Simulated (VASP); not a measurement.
# InSb (I-4m2) in VASP: notebook

InSb is run at these levels: PBE; tasks: single point.

Program: VASP 6.6.1. These are calculated values, not measurements. Logs are shortened: lines on timing, memory, paths and dates and some standing lists are left out, and cuts for length are marked.

## 1. The cell of the first run

Symmetry: I-4m2, No. 119, tetragonal system. The conventional cell has a = 4.581 Å, b = 4.581 Å, c = 5.992 Å, α = 90.00°, β = 90.00°, γ = 90.00°. Within 3.6 Å of In (site symmetry -4m2) lie 4 Sb at 2.74 Å. Sb (site symmetry -4m2) has 4 In at 2.74 Å within 3.6 Å.

## 2. Single point, PBE (strain -0.0750 x Voigt [1, 0, 0, 0, 0, 0])

INCAR reads:

```
  PREC = Accurate
  ENCUT = 520
  EDIFF = 1E-6
  ISMEAR = 0
  SIGMA = 0.15
  LREAL = False
  LASPH = True
  NELM = 80
  ALGO = Normal
  ISIF = 2
  LWAVE = False
  LCHARG = False
  GGA = PE
  NBANDS = 16
```

KPOINTS reads:

```
regular mesh
0
Gamma
  12 12 12
```

POSCAR reads:

```
InSb
1.0
    0.0000000000      3.2391000000      3.2391000000
    2.9961675000      0.0000000000      3.2391000000
    2.9961675000      3.2391000000      0.0000000000
In Sb
1 1
Direct
    0.0000000000      0.0000000000      0.0000000000
    0.7500000000      0.7500000000      0.7500000000
```

Potentials or basis: VASP PAW PBE potentials, release 64 (In_d, Sb).

Command:

```bash
> cat potpaw_PBE.64/In_d/POTCAR potpaw_PBE.64/Sb/POTCAR > POTCAR
> mpirun -np 1 vasp_std > vasp.out
```

OUTCAR:

```text
PREC = Accurate
   ENCUT = 520
   EDIFF = 1E-6
   ISMEAR = 0
   LREAL = False
   LASPH = True
   NELM = 80
   ISIF = 2
   GGA = PE

 ion  position               nearest neighbor table
   1  0.000  0.000  0.000-   2 2.74   2 2.74   2 2.74   2 2.74
   2  0.750  0.750  0.750-   1 2.74   1 2.74   1 2.74   1 2.74

  LATTYP: Found a body centered tetragonal cell.
 ALAT       =     4.5807791499
 C/A-ratio  =     1.3081475452

  Lattice vectors:

 A1 = (  -2.9961675000,   0.0000000000,  -3.2391000000)
 A2 = (  -2.9961675000,   0.0000000000,   3.2391000000)
 A3 = (   2.9961675000,   3.2391000000,   0.0000000000)

Analysis of symmetry for initial positions (statically):
=====================================================================
 Subroutine PRICEL returns:
 Original cell was already a primitive cell.

 Routine SETGRP: Setting up the symmetry group for a
 body centered tetragonal supercell.

 Subroutine GETGRP returns: Found  8 space group operations
 (whereof  8 operations were pure point group operations)
 out of a pool of 16 trial point group operations.

The static configuration has the point symmetry D_2d.

Analysis of symmetry for dynamics (positions and initial velocities):
=====================================================================
 Subroutine PRICEL returns:
 Original cell was already a primitive cell.

 Routine SETGRP: Setting up the symmetry group for a
 body centered tetragonal supercell.

 Subroutine GETGRP returns: Found  8 space group operations
 (whereof  8 operations were pure point group operations)
 out of a pool of 16 trial point group operations.

The dynamic configuration has the point symmetry D_2d.

 Subroutine INISYM returns: Found  8 space group operations
 (whereof  8 operations are pure point group operations),
 and found     1 'primitive' translations

----------------------------------------------------------------------------------------

                                     Primitive cell

  volume of cell :      62.8702

  direct lattice vectors                    reciprocal lattice vectors
     0.000000000  3.239100000  3.239100000    -0.166879856  0.154363867  0.154363867
     2.996167500  0.000000000  3.239100000     0.166879856 -0.154363867  0.154363867
     2.996167500  3.239100000  0.000000000     0.166879856  0.154363867 -0.154363867

  length of vectors
     4.580779150  4.412345011  4.412345011     0.274782264  0.274782264  0.274782264

  position of ions in fractional coordinates (direct lattice)
     0.000000000  0.000000000  0.000000000
     0.750000000  0.750000000  0.750000000

  ion indices of the primitive-cell ions
   primitive index   ion index
                 1           1
                 2           2

----------------------------------------------------------------------------------------

 KPOINTS: regular mesh

Automatic generation of k-mesh.
 Grid dimensions read from file:
 generate k-points for:   12   12   12

 Generating k-lattice:

  Cartesian coordinates                     Fractional coordinates (reciprocal lattice)
    -0.013906655  0.012863656  0.012863656     0.083333333  0.000000000  0.000000000
     0.013906655 -0.012863656  0.012863656     0.000000000  0.083333333 -0.000000000
     0.013906655  0.012863656 -0.012863656     0.000000000 -0.000000000  0.083333333

  Length of vectors
     0.022898522  0.022898522  0.022898522

  Shift w.r.t. Gamma in fractional coordinates (k-lattice)
     0.000000000  0.000000000  0.000000000

 Subroutine IBZKPT returns following result:
 ===========================================

 Found    163 irreducible k-points:

 Following reciprocal coordinates:
            Coordinates               Weight
  0.000000  0.000000  0.000000      1.000000
  0.083333  0.000000  0.000000      8.000000
  0.166667  0.000000  0.000000      8.000000
  0.250000  0.000000  0.000000      8.000000
  0.333333  0.000000  0.000000      8.000000
  0.416667  0.000000  0.000000      8.000000
[... 16 lines left out ...]
  0.500000  0.166667 -0.000000     16.000000
 -0.416667  0.166667  0.000000     16.000000
 [... further k-points ...]
   k-points           NKPTS =    163   k-points in BZ     NKDIM =    163   number of bands    NBANDS=     16
   number of dos      NEDOS =    301   number of ions     NIONS =      2
   total plane-waves  NPLWV =  46656
   dimension x,y,z NGX =    36 NGY =   36 NGZ =   36
   dimension x,y,z NGXF=    72 NGYF=   72 NGZF=   72
   ions per type =               1   1
   NGX,Y,Z   is equivalent  to a cutoff of  13.07, 13.56, 13.56 a.u.
   NGXF,Y,Z  is equivalent  to a cutoff of  26.13, 27.13, 27.13 a.u.
 SYSTEM =  unknown system
   PREC   = accura    normal or accurate (medium, high low for compatibility)
   ISTART =      0    job   : 0-new  1-cont  2-samecut
   ICHARG =      2    charge: 1-file 2-atom 10-const
   ISPIN  =      1    spin polarized calculation?
   LNONCOLLINEAR =      F non collinear calculations
   LSORBIT =      F    spin-orbit coupling
   LASPH  =      T    aspherical Exc in radial PAW
   ENCUT  =  520.0 eV  38.22 Ry    6.18 a.u.   8.52  8.20  8.20*2*pi/ulx,y,z
   NELM   =     80;   NELMIN=  2; NELMDL= -5     # of ELM steps
   EDIFF  = 0.1E-05   stopping-criterion for ELM
   LREAL  =      F    real-space projection
   EDIFFG = 0.1E-04   stopping-criterion for IOM
   NSW    =      0    number of steps for IOM
   IBRION =     -1    ionic relax: 0-MD 1-quasi-New 2-CG
   NFREE  =      0    steps in history (QN), initial steepest desc. (CG)
   ISIF   =      2    stress and relaxation
   ISYM   =      2    0-nonsym 1-usesym 2-fastsym
   POTIM  = 0.5000    time-step for ionic-motion
   TEBEG  =    0.0;   TEEND  =   0.0 temperature during run
   PSTRESS=    0.0 pullay stress
   NELECT =      18.0000    total number of electrons
   NUPDOWN=      -1.0000    fix difference up-down
   EMIN   =  10.00;   EMAX   =-10.00  energy-range for DOS
   EFERMI =   0.00;   METHOD = LEGACY
   ISMEAR =     0;   SIGMA  =   0.15  broadening in eV -4-tet -1-fermi 0-gaus
   EFERMI_NEDOS =   21; number of points for ismear=-14 and -15
   IALGO  =     38    algorithm
   IMIX   =      4    mixing-type and parameters
     AMIX     =   0.40;   BMIX     =  1.00
     AMIX_MAG =   1.60;   BMIX_MAG =  1.00
  volume/ion in A,a.u.               =      31.44       212.13
  Fermi-wavevector in a.u.,A,eV,Ry     =   1.078990  2.038995 15.840165  1.164219
  Thomas-Fermi vector in A             =   2.214943
   LORBIT       =      0    0 simple, 1 ext, 2 COOP (PROOUT), +10 PAW based schemes
   GGA     = PE    functional components
   LHFCALC =     F    Hartree Fock is set to
   AEXX    =    0.0000 exact exchange contribution
   IVDW    =     0    specifies the selected vdW correction
   LEPSILON=     F    determine dielectric tensor
   LRPA    =     F    only Hartree local field effects (RPA)
 non-spin polarized calculation
 Gauss-broadening in eV      SIGMA  =   0.15
  energy-cutoff  :      520.00
  volume of cell :       62.87
 maximum number of plane-waves:      1708
 NGX is ok and might be reduce to    36
   NGX = 17   NGY = 17   NGZ = 17

 number of electron      18.0000004 magnetization

 Free energy of the ion-electron system (eV)
  ---------------------------------------------------
  ext. energy  EPLUGINS =         0.00000000
  ---------------------------------------------------
  free energy    TOTEN  =        -6.72036900 eV

  energy without entropy =       -6.72022889  energy(sigma->0) =       -6.72029894

 E-fermi :   6.2305     XC(G=0):  -9.0334

 val. band max:        6.2139717019   @ k =   0.0000   0.0000   0.0000
 cond. band min:       6.5783836264   @ k =   0.5000   0.0000   0.0000
 fundamental gap:      0.3644119245
 Fermi energy:         6.2304572487

 k-point     1 :       0.0000    0.0000    0.0000
  band No.  band energies     occupation
      1      -8.8294      2.00000
      2      -8.8294      2.00000
      3      -8.8146      2.00000
      4      -8.7218      2.00000
      5      -8.7134      2.00000
      6      -5.2592      2.00000
[... 8 lines left out ...]
     15      13.8169      0.00000
     16      14.3701      0.00000

 k-point     2 :       0.0833    0.0000    0.0000
  band No.  band energies     occupation
      1      -8.8319      2.00000
      2      -8.8274      2.00000
      3      -8.8148      2.00000
      4      -8.7221      2.00000
      5      -8.7133      2.00000
      6      -5.1881      2.00000
[... 8 lines left out ...]
     15      13.3521      0.00000
     16      13.8336      0.00000

 k-point     3 :       0.1667    0.0000    0.0000
  band No.  band energies     occupation
      1      -8.8421      2.00000
      2      -8.8221      2.00000
      3      -8.8119      2.00000
      4      -8.7229      2.00000
      5      -8.7128      2.00000
      6      -4.9797      2.00000
[... 8 lines left out ...]
     15      13.0441      0.00000
     16      13.6374      0.00000

 k-point     4 :       0.2500    0.0000    0.0000
  band No.  band energies     occupation
      1      -8.8579      2.00000
      2      -8.8155      2.00000
      3      -8.8061      2.00000
      4      -8.7236      2.00000
      5      -8.7115      2.00000
      6      -4.6514      2.00000
[... 8 lines left out ...]
     15      13.2299      0.00000
     16      13.7091      0.00000
[... 324 lines left out ...]
 k-point    22 :       0.4167    0.1667   -0.0000
  band No.  band energies     occupation
      1      -8.8900      2.00000
      2      -8.7989      2.00000
      3      -8.7889      2.00000
      4      -8.7249      2.00000
      5      -8.7116      2.00000
      6      -3.9157      2.00000
[... 8 lines left out ...]
     15      14.7121      0.00000
     16      15.4562      0.00000

 k-point    23 :       0.5000    0.1667   -0.0000
  band No.  band energies     occupation
      1      -8.8955      2.00000
      2      -8.7979      2.00000
      3      -8.7876      2.00000
      4      -8.7246      2.00000
      5      -8.7104      2.00000
      6      -3.5814      2.00000
[... 8 lines left out ...]
     15      14.9420      0.00000
     16      15.6027      0.00000

 k-point    24 :      -0.4167    0.1667    0.0000
  band No.  band energies     occupation
      1      -8.8955      2.00000
      2      -8.7983      2.00000
      3      -8.7889      2.00000
      4      -8.7252      2.00000
      5      -8.7094      2.00000
      6      -3.5105      2.00000
[... 8 lines left out ...]
     15      14.4774      0.00000
     16      14.8385      0.00000

 [... further k-points ...]
[... 5 lines left out ...]
  --------------------------------------------------------------------------------------
  -------------------------------------------------------------------------------------
  Total        3.4120666      2.8465411      2.8465411      0.0000000      0.0000000      0.0000000
  in kB       86.9527435     72.5409520     72.5409520      0.0000000      0.0000000      0.0000000
  external PRESSURE =      77.3448825 kB  Pullay stress =       0.0000000 kB

 VOLUME and BASIS-vectors are now :
 -----------------------------------------------------------------------------
  energy-cutoff  :      520.00
  volume of cell :       62.87
      direct lattice vectors                 reciprocal lattice vectors
     0.000000000  3.239100000  3.239100000    -0.166879856  0.154363867  0.154363867
     2.996167500  0.000000000  3.239100000     0.166879856 -0.154363867  0.154363867
     2.996167500  3.239100000  0.000000000     0.166879856  0.154363867 -0.154363867

 POSITION                                       TOTAL-FORCE (eV/Angst)
 -----------------------------------------------------------------------------------
      0.00000      0.00000      0.00000         0.000000      0.000000      0.000000
      4.49425      4.85865      4.85865        -0.000000     -0.000000     -0.000000
 -----------------------------------------------------------------------------------
    total drift:                                0.000000      0.000000     -0.000000

  FREE ENERGIE OF THE ION-ELECTRON SYSTEM (eV)
  ---------------------------------------------------
  free  energy   TOTEN  =        -6.7203690016 eV

  energy  without entropy=       -6.7202288882  energy(sigma->0) =       -6.72029894
```

Wall time 60 s (1 thread of Intel Xeon 6975P-C (Granite Rapids), shared host); peak memory 0.33 GiB.

Results:

```
Free energy            : -6.7204 eV
Pressure               : 7.7 GPa
Band gap on the k mesh : zero (filled and empty bands touch)
```

Caveat: the cell differs from its parent crystal (strain -0.0750 x Voigt [1, 0, 0, 0, 0, 0]); the cell stands under pressure; semilocal functionals underestimate gaps, so a narrow gap can read as zero; spin-orbit coupling is left out, which moves the levels of the heavy elements.

(Part 1 of 2 ends here.)
